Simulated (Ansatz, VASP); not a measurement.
# CdTe: VASP beside Ansatz

```
Cd Te
1.0
     0.00000    3.20500    3.20500
     3.20500    0.00000    3.20500
     3.20500    3.20500    0.00000
Cd Te
1 1
Direct
  0.00000 0.00000 0.00000
  0.25000 0.25000 0.25000
```

Alike in both runs: task single point; functional r2SCAN; k mesh 6 × 6 × 6; no spin polarisation.

|  | VASP | Ansatz |
| --- | --- | --- |
| version | VASP 6.6.1 | Ansatz 0.2.0 |
| potentials or method | VASP PAW PBE potentials, release 64 (Cd, Te) | plane waves, PAW |
| plane-wave cutoff (eV) | 520 | 500 |
| occupations | gaussian, width 0.01 eV | fixed |
| valence electrons in the cell | 18 | 36 |

|  | VASP | Ansatz | Ansatz less VASP |
| --- | --- | --- | --- |
| gap on the k mesh at the Fermi level (eV) | 1.38 | 1.39 | +0.004 |

VASP's potentials were made for PBE, not for r2SCAN. VASP's potentials hold 18 valence electrons a cell and Ansatz's 36, so a difference there can come from the potentials and not from the codes.

Neither program's run includes spin-orbit coupling.
